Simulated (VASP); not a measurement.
# Ta3Ru (Fm-3m) in VASP: vibrations by perturbation theory with LDA

Aim: the vibrations by perturbation theory of Ta3Ru with LDA.

Everything below comes from runs of VASP 6.6.1. Logs are shortened: lines on timing, memory, paths and dates and some standing lists are left out, and cuts for length are marked.

## (1) The cell of the first run

Symmetry: Fm-3m, No. 225, cubic system. The conventional cell has a = 6.331 Å, b = 6.331 Å, c = 6.331 Å, α = 90.00°, β = 90.00°, γ = 90.00°. Within 3.6 Å of Ta (site symmetry -43m) lie 10 Ta at 2.74 to 3.17 Å and 4 Ru at 2.74 Å. Within 3.6 Å of Ta (site symmetry m-3m) lie 8 Ta at 2.74 Å and 6 Ru at 3.17 Å. Ru (site symmetry m-3m) has 14 Ta at 2.74 to 3.17 Å within 3.6 Å.

## (2) Vibrations by perturbation theory, LDA

INCAR

```
SYSTEM = Ta3Ru
PREC = Accurate ; ENCUT = 520
EDIFF = 1E-8 ; ISMEAR = -1
SIGMA = 0.15 ; LREAL = .False.
LASPH = .True. ; NELM = 100
ALGO = Fast ; ISIF = 2
LWAVE = .False. ; LCHARG = .False.
GGA = CA ; IBRION = 8
NSW = 1
```

KPOINTS

```
Automatic mesh
0
Gamma
  12 12 12
  0 0 0
```

POSCAR

```
Ta3Ru
1.0
    0.0000000000      3.1653869237      3.1653869237
    3.1653869237      0.0000000000      3.1653869237
    3.1653869237      3.1653869237      0.0000000000
Ta Ru
3 1
Direct
    0.2500000000      0.2500000000      0.2500000000
    0.7500000000      0.7500000000      0.7500000000
    0.5000000000      0.5000000000      0.5000000000
    0.0000000000      0.0000000000      0.0000000000
```

Potentials or basis: VASP PAW LDA potentials, release 64 (Ta_pv, Ru_pv).

Run with:

```console
cat potpaw_LDA.64/Ta_pv/POTCAR potpaw_LDA.64/Ru_pv/POTCAR > POTCAR
mpirun -np 1 vasp_std > vasp.out
```

OUTCAR:

```text
SYSTEM = Ta3Ru
   PREC = Accurate
   ENCUT = 520
   EDIFF = 1E-8
   ISMEAR = -1
   LREAL = .False.
   LASPH = .True.
   NELM = 100
   ISIF = 2
   GGA = CA
   IBRION = 8
   NSW = 1

 ion  position               nearest neighbor table
   1  0.250  0.250  0.250-   4 2.74   4 2.74   4 2.74   3 2.74   4 2.74   3 2.74   3 2.74   3 2.74
                             2 3.17   2 3.17   2 3.17   2 3.17   2 3.17   2 3.17
   2  0.750  0.750  0.750-   3 2.74   3 2.74   3 2.74   3 2.74   4 2.74   4 2.74   4 2.74   4 2.74
                             1 3.17   1 3.17   1 3.17   1 3.17   1 3.17   1 3.17
   3  0.500  0.500  0.500-   1 2.74   1 2.74   1 2.74   1 2.74   2 2.74   2 2.74   2 2.74   2 2.74
                             4 3.17   4 3.17   4 3.17   4 3.17   4 3.17   4 3.17
   4  0.000  0.000  0.000-   2 2.74   2 2.74   2 2.74   1 2.74   2 2.74   1 2.74   1 2.74   1 2.74
                             3 3.17   3 3.17   3 3.17   3 3.17   3 3.17   3 3.17

  LATTYP: Found a face centered cubic cell.
 ALAT       =     6.3307738474

  Lattice vectors:

 A1 = (   0.0000000000,   3.1653869237,   3.1653869237)
 A2 = (   3.1653869237,   0.0000000000,   3.1653869237)
 A3 = (   3.1653869237,   3.1653869237,   0.0000000000)

Analysis of symmetry for initial positions (statically):
=====================================================================
 Subroutine PRICEL returns:
 Original cell was already a primitive cell.

 Routine SETGRP: Setting up the symmetry group for a
 face centered cubic supercell.

 Subroutine GETGRP returns: Found 48 space group operations
 (whereof 48 operations were pure point group operations)
 out of a pool of 48 trial point group operations.

The static configuration has the point symmetry O_h .

Analysis of symmetry for dynamics (positions and initial velocities):
=====================================================================
 Subroutine PRICEL returns:
 Original cell was already a primitive cell.

 Routine SETGRP: Setting up the symmetry group for a
 face centered cubic supercell.

[... 939 lines left out ...]

  FREE ENERGIE OF THE ION-ELECTRON SYSTEM (eV)
  ---------------------------------------------------
  free  energy   TOTEN  =       -50.1270316263 eV

  energy  without entropy=      -49.9557476332  energy(sigma->0) =      -50.04138963

[... ionic steps 2 to 12 ...]

--------------------------------------- Ionic step       13  -------------------------------------------

 Free energy of the ion-electron system (eV)
  ---------------------------------------------------
  ---------------------------------------------------
  free energy    TOTEN  =        -0.67924916 eV

  energy without entropy =       -0.67924914

------------------------ aborting loop because EDIFF is reached ----------------------------------------

 INTERNAL STRAIN TENSOR  FOR ION    4  DIRECTION 1   (eV/Angst):
 -----------------------------------------------------------------------------
     0.01598  0.00000 -0.00000
    -0.00000 -0.01391  0.00000
     0.00000  0.00000 -0.01391

 INTERNAL STRAIN TENSOR FOR ION    4 for displacements in x,y,z  (eV/Angst):
          X           Y           Z          XY          YZ          ZX
  --------------------------------------------------------------------------------
  x     0.00000     0.00000     0.00000     0.00000     0.00000     0.00000
  y     0.00000     0.00000     0.00000     0.00000     0.00000     0.00000
  z     0.00000     0.00000     0.00000     0.00000     0.00000     0.00000

 SECOND DERIVATIVES (NOT SYMMETRIZED)
 ------------------------------------
               1X          1Y          1Z          2X          2Y          2Z          3X          3Y          3Z          4X          4Y          4Z
  1X   -14.543621    0.000000    0.000000    3.872979   -0.000000   -0.000000    6.822063    0.000000    0.000000    3.848578    0.000000    0.000000
  1Y     0.000000  -14.543621    0.000000   -0.000000    3.872979    0.000000    0.000000    6.822063    0.000000    0.000000    3.848578    0.000000
  1Z     0.000000    0.000000  -14.543621   -0.000000    0.000000    3.872979    0.000000    0.000000    6.822063    0.000000    0.000000    3.848578
  2X     3.872979   -0.000000   -0.000000  -14.543621    0.000000    0.000000    6.822063    0.000000    0.000000    3.848578    0.000000    0.000000
  2Y    -0.000000    3.872979    0.000000    0.000000  -14.543621    0.000000    0.000000    6.822063    0.000000    0.000000    3.848578    0.000000
  2Z    -0.000000    0.000000    3.872979    0.000000    0.000000  -14.543621    0.000000    0.000000    6.822063    0.000000    0.000000    3.848578
  3X     6.812833    0.000000    0.000000    6.812833    0.000000    0.000000  -17.804764    0.000000    0.000000    4.179099    0.000000    0.000000
  3Y     0.000000    6.812833    0.000000    0.000000    6.812833    0.000000    0.000000  -17.804764    0.000000    0.000000    4.179099    0.000000
  3Z     0.000000    0.000000    6.812833    0.000000    0.000000    6.812833    0.000000    0.000000  -17.804764    0.000000    0.000000    4.179099
  4X     3.849055    0.000000    0.000000    3.849055    0.000000    0.000000    4.172870    0.000000    0.000000  -11.870980    0.000000    0.000000
  4Y     0.000000    3.849055    0.000000    0.000000    3.849055    0.000000    0.000000    4.172870    0.000000    0.000000  -11.870980    0.000000
  4Z     0.000000    0.000000    3.849055    0.000000    0.000000    3.849055    0.000000    0.000000    4.172870    0.000000    0.000000  -11.870980

 Eigenvectors and eigenvalues of the dynamical matrix
 ----------------------------------------------------

   1 f  =    5.855422 THz    36.790704 2PiTHz  195.315866 cm-1    24.216070 meV
             X         Y         Z           dx          dy          dz
      1.582693  1.582693  1.582693     0.037088   -0.020745   -0.000017
      4.748080  4.748080  4.748080     0.037088   -0.020745   -0.000017
      3.165387  3.165387  3.165387     0.472717   -0.264418   -0.000220
      0.000000  0.000000  0.000000    -0.731758    0.409315    0.000340
[... 71 lines left out ...]
  12 f/i=    0.001173 THz     0.007367 2PiTHz    0.039112 cm-1     0.004849 meV
             X         Y         Z           dx          dy          dz
      1.582693  1.582693  1.582693     0.529945    0.008356    0.000161
      4.748080  4.748080  4.748080     0.529945    0.008356    0.000161
      3.165387  3.165387  3.165387     0.530174    0.008360    0.000161
      0.000000  0.000000  0.000000     0.396212    0.006247    0.000121

--------------------------------------------------------------------------------------------------------

 ELASTIC MODULI CONTR FROM IONIC RELAXATION (kBar)
 Direction    XX          YY          ZZ          XY          YZ          ZX
 --------------------------------------------------------------------------------
 XX           0.0000      0.0000      0.0000      0.0000      0.0000      0.0000
 YY           0.0000      0.0000      0.0000      0.0000      0.0000      0.0000
 ZZ           0.0000      0.0000      0.0000      0.0000      0.0000      0.0000
 XY           0.0000      0.0000      0.0000    -17.8722     -0.0000     -0.0000
 YZ           0.0000      0.0000      0.0000     -0.0000    -17.8722      0.0000
 ZX           0.0000      0.0000      0.0000     -0.0000      0.0000    -17.8722
 --------------------------------------------------------------------------------
```

Run time: 63 min. Hardware: 1 thread of Oxide Virtual Turin-like, shared host; peak memory 0.96 GiB.

What came out:

| Property | Result |
| --- | --- |
| Highest phonon frequency at Γ | 195 cm⁻¹ |

Phonon frequencies in cm⁻¹ (negative: imaginary):
```
              q point                                frequencies
(0.000, 0.000, 0.000)  0 0 0 166 166 166 191 191 191 195 195 195
```

Caveat: the cell stands under pressure or tension, which shifts response properties; spin-orbit coupling is left out, which moves the levels of the heavy elements.
